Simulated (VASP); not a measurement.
# Os (P6/mmm) in VASP: a series of runs, part 2 of 2

VASP 6.6.1. Earlier steps stand in the parts before.

## (3) Single point, PBE

This run uses another cell than the first one, of 16.41 Å³/atom, 1.116 times its volume.

Contents of INCAR:

```
ALGO = Normal
EDIFF = 1E-6
ENCUT = 520
GGA = PE
ISIF = 2
ISMEAR = 0
LASPH = T
LCHARG = F
LREAL = F
LWAVE = F
NBANDS = 19
NELM = 100
PREC = Accurate
SIGMA = 0.1
```

Contents of KPOINTS:

```
k-points
0
Gamma
  6 6 6
```

Contents of POSCAR:

```
Os
1.0
    4.5266420120      0.0000000000      0.0000000000
   -2.2633210060      3.9201869762      0.0000000000
    0.0000000000      0.0000000000      2.7750283639
Os
3
Direct
    0.0000000000      0.0000000000      0.0000000000
    0.3333333333      0.6666666667      0.5000000000
    0.6666666667      0.3333333333      0.5000000000
```

Potentials or basis: VASP PAW PBE potentials, release 64 (Os).

Started as:

```sh
cat potpaw_PBE.64/Os/POTCAR > POTCAR
mpirun -np 1 vasp_std > vasp.out
```

OUTCAR:

```text
EDIFF = 1E-6
   ENCUT = 520
   GGA = PE
   ISIF = 2
   ISMEAR = 0
   LASPH = T
   LREAL = F
   NELM = 100
   PREC = Accurate

 ion  position               nearest neighbor table
   1  0.000  0.000  0.000-   2 2.96   3 2.96   2 2.96   3 2.96   2 2.96   2 2.96   3 2.96   3 2.96
                             3 2.96   3 2.96   2 2.96   2 2.96
   2  0.333  0.667  0.500-   3 2.61   3 2.61   3 2.61   1 2.96   1 2.96   1 2.96   1 2.96   1 2.96
                             1 2.96
   3  0.667  0.333  0.500-   2 2.61   2 2.61   2 2.61   1 2.96   1 2.96   1 2.96   1 2.96   1 2.96
                             1 2.96

  LATTYP: Found a hexagonal cell.
 ALAT       =     4.5266420120
 C/A-ratio  =     0.6130434783

  Lattice vectors:

 A1 = (   4.5266420120,   0.0000000000,   0.0000000000)
 A2 = (  -2.2633210060,   3.9201869762,   0.0000000000)
 A3 = (   0.0000000000,   0.0000000000,   2.7750283639)

Analysis of symmetry for initial positions (statically):
=====================================================================
 Subroutine PRICEL returns:
 Original cell was already a primitive cell.

 Routine SETGRP: Setting up the symmetry group for a
 hexagonal supercell.

 Subroutine GETGRP returns: Found 24 space group operations
 (whereof 24 operations were pure point group operations)
 out of a pool of 24 trial point group operations.

The static configuration has the point symmetry D_6h.

Analysis of symmetry for dynamics (positions and initial velocities):
=====================================================================
 Subroutine PRICEL returns:
 Original cell was already a primitive cell.

 Routine SETGRP: Setting up the symmetry group for a
 hexagonal supercell.

 Subroutine GETGRP returns: Found 24 space group operations
 (whereof 24 operations were pure point group operations)
 out of a pool of 24 trial point group operations.

The dynamic configuration has the point symmetry D_6h.

 Subroutine INISYM returns: Found 24 space group operations
 (whereof 24 operations are pure point group operations),
 and found     1 'primitive' translations

----------------------------------------------------------------------------------------

                                     Primitive cell

  volume of cell :      49.2437

  direct lattice vectors                    reciprocal lattice vectors
     4.526642012  0.000000000  0.000000000     0.220914311  0.127544937  0.000000000
    -2.263321006  3.920186976  0.000000000     0.000000000  0.255089874  0.000000000
     0.000000000  0.000000000  2.775028364     0.000000000  0.000000000  0.360356677

  length of vectors
     4.526642012  4.526642012  2.775028364     0.255089874  0.255089874  0.360356677

  position of ions in fractional coordinates (direct lattice)
     0.000000000  0.000000000  0.000000000
     0.333333333  0.666666667  0.500000000
     0.666666667  0.333333333  0.500000000

  ion indices of the primitive-cell ions
   primitive index   ion index
                 1           1
                 2           2
                 3           3

----------------------------------------------------------------------------------------

 KPOINTS: k-points

Automatic generation of k-mesh.
 Grid dimensions read from file:
 generate k-points for:    6    6    6

 Generating k-lattice:

  Cartesian coordinates                     Fractional coordinates (reciprocal lattice)
     0.036819052  0.021257489  0.000000000     0.166666667  0.000000000  0.000000000
     0.000000000  0.042514979  0.000000000     0.000000000  0.166666667  0.000000000
     0.000000000  0.000000000  0.060059446     0.000000000  0.000000000  0.166666667

  Length of vectors
     0.042514979  0.042514979  0.060059446

  Shift w.r.t. Gamma in fractional coordinates (k-lattice)
     0.000000000  0.000000000  0.000000000

 Subroutine IBZKPT returns following result:
 ===========================================

 Found     28 irreducible k-points:

 Following reciprocal coordinates:
            Coordinates               Weight
  0.000000  0.000000  0.000000      1.000000
  0.166667  0.000000  0.000000      6.000000
  0.333333  0.000000  0.000000      6.000000
  0.500000  0.000000  0.000000      3.000000
  0.166667  0.166667  0.000000      6.000000
  0.333333  0.166667  0.000000     12.000000
[... 16 lines left out ...]
  0.166667  0.000000  0.500000      6.000000
  0.333333  0.000000  0.500000      6.000000
 [... further k-points ...]
   k-points           NKPTS =     28   k-points in BZ     NKDIM =     28   number of bands    NBANDS=     19
   number of dos      NEDOS =    301   number of ions     NIONS =      3
   total plane-waves  NPLWV =  31104
   dimension x,y,z NGX =    36 NGY =   36 NGZ =   24
   dimension x,y,z NGXF=    72 NGYF=   72 NGZF=   48
   ions per type =               3
   NGX,Y,Z   is equivalent  to a cutoff of  13.22, 13.22, 14.38 a.u.
   NGXF,Y,Z  is equivalent  to a cutoff of  26.44, 26.44, 28.76 a.u.
 SYSTEM =  unknown system
   PREC   = accura    normal or accurate (medium, high low for compatibility)
   ISTART =      0    job   : 0-new  1-cont  2-samecut
   ICHARG =      2    charge: 1-file 2-atom 10-const
   ISPIN  =      1    spin polarized calculation?
   LNONCOLLINEAR =      F non collinear calculations
   LSORBIT =      F    spin-orbit coupling
   LASPH  =      T    aspherical Exc in radial PAW
   ENCUT  =  520.0 eV  38.22 Ry    6.18 a.u.   8.42  8.42  5.16*2*pi/ulx,y,z
   NELM   =    100;   NELMIN=  2; NELMDL= -5     # of ELM steps
   EDIFF  = 0.1E-05   stopping-criterion for ELM
   LREAL  =      F    real-space projection
   EDIFFG = 0.1E-04   stopping-criterion for IOM
   NSW    =      0    number of steps for IOM
   IBRION =     -1    ionic relax: 0-MD 1-quasi-New 2-CG
   NFREE  =      0    steps in history (QN), initial steepest desc. (CG)
   ISIF   =      2    stress and relaxation
   ISYM   =      2    0-nonsym 1-usesym 2-fastsym
   POTIM  = 0.5000    time-step for ionic-motion
   TEBEG  =    0.0;   TEEND  =   0.0 temperature during run
   PSTRESS=    0.0 pullay stress
   NELECT =      24.0000    total number of electrons
   NUPDOWN=      -1.0000    fix difference up-down
   EMIN   =  10.00;   EMAX   =-10.00  energy-range for DOS
   EFERMI =   0.00;   METHOD = LEGACY
   ISMEAR =     0;   SIGMA  =   0.10  broadening in eV -4-tet -1-fermi 0-gaus
   EFERMI_NEDOS =   21; number of points for ismear=-14 and -15
   IALGO  =     38    algorithm
   IMIX   =      4    mixing-type and parameters
     AMIX     =   0.40;   BMIX     =  1.00
     AMIX_MAG =   1.60;   BMIX_MAG =  1.00
  volume/ion in A,a.u.               =      16.41       110.77
  Fermi-wavevector in a.u.,A,eV,Ry     =   1.288334  2.434598 22.583010  1.659804
  Thomas-Fermi vector in A             =   2.420294
   LORBIT       =      0    0 simple, 1 ext, 2 COOP (PROOUT), +10 PAW based schemes
   GGA     = PE    functional components
   LHFCALC =     F    Hartree Fock is set to
   AEXX    =    0.0000 exact exchange contribution
   IVDW    =     0    specifies the selected vdW correction
   LEPSILON=     F    determine dielectric tensor
   LRPA    =     F    only Hartree local field effects (RPA)
 non-spin polarized calculation
 Gauss-broadening in eV      SIGMA  =   0.10
  energy-cutoff  :      520.00
  volume of cell :       49.24
 maximum number of plane-waves:      1342
 NGX is ok and might be reduce to    36
   NGX = 17   NGY = 17   NGZ = 11

 number of electron      24.0000000 magnetization

 Free energy of the ion-electron system (eV)
  ---------------------------------------------------
  ext. energy  EPLUGINS =         0.00000000
  ---------------------------------------------------
  free energy    TOTEN  =       -31.98082631 eV

  energy without entropy =      -31.96041566  energy(sigma->0) =      -31.97062098

 E-fermi :   7.3679     XC(G=0): -13.1308

 val. band max:        7.3580492834   @ k =   0.1667   0.0000   0.3333
 cond. band min:       7.3786108558   @ k =   0.3333   0.0000   0.1667
 fundamental gap:      0.0205615725
 Fermi energy:         7.3678795398

 k-point     1 :       0.0000    0.0000    0.0000
  band No.  band energies     occupation
      1      -2.3068      2.00000
      2       1.4797      2.00000
      3       3.4384      2.00000
      4       3.8120      2.00000
      5       3.8120      2.00000
      6       3.8857      2.00000
[... 11 lines left out ...]
     18      14.5387      0.00000
     19      15.6961      0.00000
[... 485 lines left out ...]
 k-point    24 :       0.3333    0.0000    0.5000
  band No.  band energies     occupation
      1       1.2026      2.00000
      2       1.6570      2.00000
      3       2.0534      2.00000
      4       2.4430      2.00000
      5       3.2919      2.00000
      6       3.5219      2.00000
[... 11 lines left out ...]
     18      14.0915      0.00000
     19      14.2758      0.00000

 [... further k-points ...]
[... 5 lines left out ...]
  --------------------------------------------------------------------------------------
  -------------------------------------------------------------------------------------
  Total      -11.4292758    -11.4292758     -6.7579361      0.0000000      0.0000000      0.0000000
  in kB     -371.8595487   -371.8595487   -219.8742183      0.0000000      0.0000000      0.0000000
  external PRESSURE =    -321.1977719 kB  Pullay stress =       0.0000000 kB

 VOLUME and BASIS-vectors are now :
 -----------------------------------------------------------------------------
  energy-cutoff  :      520.00
  volume of cell :       49.24
      direct lattice vectors                 reciprocal lattice vectors
     4.526642012  0.000000000  0.000000000     0.220914311  0.127544937  0.000000000
    -2.263321006  3.920186976  0.000000000     0.000000000  0.255089874  0.000000000
     0.000000000  0.000000000  2.775028364     0.000000000  0.000000000  0.360356677

 POSITION                                       TOTAL-FORCE (eV/Angst)
 -----------------------------------------------------------------------------------
      0.00000      0.00000      0.00000        -0.000000      0.000000      0.000000
     -0.00000      2.61346      1.38751        -0.000000     -0.000000      0.000000
      2.26332      1.30673      1.38751         0.000000      0.000000      0.000000
 -----------------------------------------------------------------------------------
    total drift:                                0.000000      0.000000     -0.000000

  FREE ENERGIE OF THE ION-ELECTRON SYSTEM (eV)
  ---------------------------------------------------
  free  energy   TOTEN  =       -31.9808263107 eV

  energy  without entropy=      -31.9604156582  energy(sigma->0) =      -31.97062098
```

OSZICAR:

```text
N       E                     dE             d eps       ncg     rms          rms(c)
DAV:   1     0.163946584161E+03    0.16395E+03   -0.11209E+04  1088   0.118E+03
DAV:   2    -0.215909355382E+02   -0.18554E+03   -0.17493E+03  1082   0.392E+02
DAV:   3    -0.339138116010E+02   -0.12323E+02   -0.11551E+02  1337   0.773E+01
DAV:   4    -0.342680829830E+02   -0.35427E+00   -0.35157E+00  1195   0.148E+01
DAV:   5    -0.342725213088E+02   -0.44383E-02   -0.44364E-02  1212   0.142E+00    0.201E+01
DAV:   6    -0.325177369365E+02    0.17548E+01   -0.37911E+00  1404   0.131E+01    0.870E+00
DAV:   7    -0.329254460112E+02   -0.40771E+00   -0.83972E+00  1586   0.194E+01    0.735E+00
DAV:   8    -0.319805788467E+02    0.94487E+00   -0.38393E+00  1508   0.124E+01    0.441E-01
DAV:   9    -0.319840208788E+02   -0.34420E-02   -0.10502E-01  1110   0.233E+00    0.301E-01
DAV:  10    -0.319818994336E+02    0.21214E-02   -0.25912E-03  1349   0.388E-01    0.182E-01
DAV:  11    -0.319808217466E+02    0.10777E-02   -0.10029E-03  1111   0.263E-01    0.426E-02
DAV:  12    -0.319808253295E+02   -0.35829E-05   -0.23826E-05  1177   0.400E-02    0.154E-02
DAV:  13    -0.319808263107E+02   -0.98116E-06   -0.53108E-06  1038   0.146E-02
   1 F= -.31980826E+02 E0= -.31970621E+02  d E =-.204107E-01
```

stdout:

```text
POSCAR found type information on POSCAR Os
 POSCAR found :  1 types and       3 ions
 scaLAPACK will be used
 LDA part: xc-table for (Slater+PW92), standard interpolation
 POSCAR, INCAR and KPOINTS ok, starting setup
 FFT: planning ... GRIDC
 FFT: planning ... GRID_SOFT
 FFT: planning ... GRID
 WAVECAR not read
 entering main loop
```

It took 34 s on 1 thread of AMD EPYC 7R43 (Zen 3), shared host; peak memory 0.14 GiB.

Results:

```
Free energy            : -31.9808 eV
Pressure               : -32.1 GPa
Band gap on the k mesh : zero (band 12 reaches 8.54 eV, above the bottom of band 13 at 6.33 eV)
```

Caveat: the k points lie up to 0.38 Å⁻¹ apart; spin-orbit coupling is left out, which moves the levels of the heavy elements.
